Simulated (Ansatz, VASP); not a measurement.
## N in VASP and in Ansatz

INCAR

```
SYSTEM = N
PREC     = Accurate       ! precision mode
ENCUT    = 600            ! plane-wave cutoff, eV
EDIFF    = 1E-6           ! SCF threshold, eV
ISMEAR   = -1             ! smearing method
SIGMA    = 0.1            ! smearing width, eV
LREAL    = .False.        ! projectors in reciprocal space
LASPH    = .True.         ! aspherical terms in the spheres
NELM     = 80             ! most SCF steps
ALGO     = Normal         ! electronic algorithm
ISIF     = 3              ! what is computed and relaxed
LWAVE    = .False.        ! write WAVECAR
LCHARG   = .False.        ! write CHGCAR
GGA      = PS             ! functional
IBRION   = 2              ! ionic algorithm
NSW      = 100            ! ionic steps
EDIFFG   = -0.002         ! ionic threshold
```

The input KPOINTS:

```
regular mesh
0
Gamma
  8 8 4
  0 0 0
```

POSCAR

```
N
1.0
    4.1672328106      0.0000000000      0.0000000000
   -2.0836164053      3.6089294775      0.0000000000
    0.0000000000      0.0000000000      7.0060035100
N
4
Direct
    0.3333333333      0.6666666667      0.3289300400
    0.3333333333      0.6666666667      0.1710699600
    0.6666666667      0.3333333333      0.8289300400
    0.6666666667      0.3333333333      0.6710699600
```

Input for Ansatz:

```yaml
crystal:
  lattice:
    - [4.16723281062, 0.0, 0.0]
    - [-2.08361640531, 3.60892947748, 0.0]
    - [0.0, 0.0, 7.00600351]
  atoms:
    - { symbol: "N", position: [0.333333333333, 0.666666666667, 0.32893004] }
    - { symbol: "N", position: [0.333333333333, 0.666666666667, 0.17106996] }
    - { symbol: "N", position: [0.666666666667, 0.333333333333, 0.82893004] }
    - { symbol: "N", position: [0.666666666667, 0.333333333333, 0.67106996] }
kpoints:
  mp_grid: { grid: [8, 8, 4] }
scf:
  occupations: { method: fermi_dirac, width: 0.1 }
hamiltonian:
  xc: pbesol
  pseudopotentials: { kind: paw }
relax:
  f_tol: 0.002
  max_steps: 80
  cell: {}
output:
  forces: true
  stress: true
```

Alike in both runs: task relaxation of cell and atoms; functional PBEsol; k mesh 8 × 8 × 4; occupations fermi-dirac, width 0.1 eV; no spin polarisation.

|  | VASP | Ansatz |
| --- | --- | --- |
| version | VASP 6.6.1 | Ansatz 0.2.0 |
| potentials or method | VASP PAW PBE potentials, release 64 (N) | PAW with Ansatz's default frozen-core files, scalar-relativistic |
| plane-wave cutoff (eV) | 600 | 420 |
| valence electrons in the cell | 20 | 20 |

|  | VASP | Ansatz | Ansatz less VASP |
| --- | --- | --- | --- |
| relaxed volume (Å³/atom) | 28.33 | 31.64 | +3.313 |
| relaxed cell length with the largest relative difference (Å) | 6.505 | 7.458 | +0.9529 |

VASP's potentials were made for PBE, not for PBEsol. One of these differences is far larger than is usual between the two programs; its cause wasn't traced.

Noted on VASP's run: the standard files for N, O and F lose accuracy on very short bonds.
